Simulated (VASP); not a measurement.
# InSe: single point with PBE+D3(BJ)

The system is InSe, a slab with vacuum.

```
Se In
1.0
     4.10716    0.00000    0.00000
    -2.05358    3.48717    0.00000
     0.00000    0.00000   36.72257
Se In
2 2
Direct
  0.33453 0.66907 0.42724
  0.33453 0.66907 0.57276
  0.99880 0.99760 0.46191
  0.99880 0.99760 0.53809
```

This cell differs from its parent crystal: strain along x +0.020, then relaxed in part.

| Item | Value |
| --- | --- |
| Program | VASP 6.6.1 |
| Task | single point |
| Functional | PBE |
| Dispersion | D3(BJ) |
| Potentials or basis | VASP PAW PBE potentials, release 64 (Se, In_d) |
| Cutoff | 520 eV |
| k mesh | 12 × 12 × 1 |
| Occupations | gaussian, width 0.02 eV |
| Spin | no spin polarisation |
| Dipole correction | yes |
| Further INCAR settings | ALGO = Normal; EDIFF = 1e-06; NBANDS = 27 |

```
Largest force              : 0.015 eV/Å
Band gap on the k mesh     : 1.44 eV (least direct gap 1.52 eV)
Dispersion energy per atom : -0.217 eV
```

Forces on the atoms (eV/Å):
```
Se   0.000  0.001 -0.015
Se   0.000  0.001  0.015
In   0.000 -0.001  0.015
In   0.000 -0.001 -0.015
```

Levels at points of the mesh, in eV from the valence-band top:
| k point | band 15 | band 16 | band 17 | band 18 | band 19 | band 20 | band 21 | band 22 | band 23 | band 24 |
| --- | --- | --- | --- | --- | --- | --- | --- | --- | --- | --- |
| (0.00, 0.00, 0.00) | -0.64 | -0.56 | -0.53 | -0.46 | -0.08 | 1.44 | 2.65 | 4.84 | 4.95 | 5.54 |
| (0.50, 0.00, 0.00) | -2.49 | -1.55 | -1.55 | -1.37 | -0.96 | 2.26 | 2.29 | 4.19 | 4.51 | 5.23 |
| (0.00, 0.50, 0.00) | -2.48 | -1.70 | -1.53 | -1.51 | -0.90 | 2.15 | 2.19 | 4.17 | 4.41 | 5.06 |

Run time: 29 min on 1 thread of Intel Xeon 8259CL (shared host), peak memory 0.98 GiB.

Caveat: the cell differs from its parent crystal (strain along x +0.020, then relaxed in part); spin-orbit coupling is left out, which moves the levels of the heavy elements.
